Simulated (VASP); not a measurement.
## SrGe12Pt4: single point with LDA

SrGe12Pt4:

```
Sr Ge Pt
1.0
    -4.28787    4.28787    4.28787
     4.28787   -4.28787    4.28787
     4.28787    4.28787   -4.28787
Sr Ge Pt
1 12 4
Direct
  0.00000 0.00000 0.00000
  0.84942 0.49464 0.64522
  0.64522 0.15058 0.79580
  0.50536 0.35478 0.15058
  0.15058 0.79580 0.64522
  0.35478 0.15058 0.50536
  0.79580 0.64522 0.15058
  0.15058 0.50536 0.35478
  0.20420 0.35478 0.84942
  0.84942 0.20420 0.35478
  0.35478 0.84942 0.20420
  0.64522 0.84942 0.49464
  0.49464 0.64522 0.84942
  0.50000 0.50000 0.50000
  0.00000 0.50000 0.00000
  0.50000 0.00000 0.00000
  0.00000 0.00000 0.50000
```

```json
{"Program": "VASP 6.6.1", "Task": "single point", "Functional": "LDA", "Potentials or basis": "VASP PAW LDA potentials, release 64 (Sr_sv, Ge_d, Pt)", "Cutoff": "520 eV", "k mesh": "6 × 6 × 6", "Occupations": "gaussian, width 0.1 eV", "Spin": "no spin polarisation", "Dipole correction": "no", "Further INCAR settings": "LREAL = Auto; ALGO = Normal; EDIFF = 1e-06; NBANDS = 123"}
```

- Pressure: 0.3 GPa
- Largest force: 0.020 eV/Å
- Band gap on the k mesh: zero (band 109 reaches 6.86 eV, above the bottom of band 110 at 6.21 eV)

Forces on the atoms (eV/Å):
```
Sr   0.000  0.000  0.000
Ge  -0.015  0.000  0.013
Ge  -0.013 -0.015  0.000
Ge   0.000 -0.013  0.015
Ge  -0.015  0.000 -0.013
Ge  -0.013  0.015  0.000
Ge   0.000 -0.013 -0.015
Ge   0.015  0.000 -0.013
Ge   0.000  0.013  0.015
Ge   0.015  0.000  0.013
Ge   0.013  0.015  0.000
Ge   0.013 -0.015  0.000
Ge   0.000  0.013 -0.015
Pt   0.000  0.000  0.000
Pt   0.000  0.000  0.000
Pt   0.000  0.000  0.000
Pt   0.000  0.000  0.000
```

Levels at points of the mesh, in eV from the Fermi level:
```csv
k point,band 107,band 108,band 109,band 110,band 111,band 112
"(0.00, 0.00, 0.00)",0.05,0.05,0.05,0.55,0.55,1.55
"(0.50, 0.00, 0.00)",-0.49,-0.14,0.13,0.44,0.51,0.62
"(0.50, 0.50, 0.50)",-1.41,-1.41,-1.41,-0.48,-0.48,-0.48
```

Wall time 32 min on 1 thread of Intel(R) Xeon(R) Platinum 8259CL CPU @ 2.50GHz (Skylake/Cascade Lake), on a shared host, peak memory 0.62 GiB.

Caveat: spin-orbit coupling is left out, which moves the levels of the heavy elements.
